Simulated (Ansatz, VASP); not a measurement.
**ZnS7: VASP beside Ansatz**

```
Zn S
1.0
     4.62129    2.66810    2.81336
    -4.62129    2.66810    2.81336
     0.00000   -5.33621    2.81336
Zn S
1 7
Direct
  0.72212 0.72212 0.72212
  0.82582 0.82582 0.17604
  0.16707 0.79163 0.16707
  0.17604 0.82582 0.82582
  0.16707 0.16707 0.79163
  0.82582 0.17604 0.82582
  0.79163 0.16707 0.16707
  0.46942 0.46942 0.46942
```

Alike in both runs: functional PBE; k mesh 3 × 3 × 3; occupations gaussian, width 0.2 eV; no spin polarisation.

Ansatz relaxed the structure, and its values are those at the end. VASP's run is a single point on that final structure, the one shown.

|  | VASP | Ansatz |
| --- | --- | --- |
| version | VASP 6.6.1 | Ansatz 0.2.0 |
| potentials or method | VASP PAW PBE potentials, release 64 (Zn, S), cutoff 520 eV | scalar-relativistic, plane waves, PAW |
| valence electrons in the cell | 54 | 54 |

```tsv
	VASP	Ansatz	Ansatz less VASP
gap on the k mesh at the Fermi level (eV)	0.99	0.97	-0.015
least direct gap on the mesh (eV)	1.04	1.03	-0.016
pressure (GPa)	-0.4	-0.1	+0.30
rms of the force components (eV/Å)	0.069	0.034	-0.0352
```
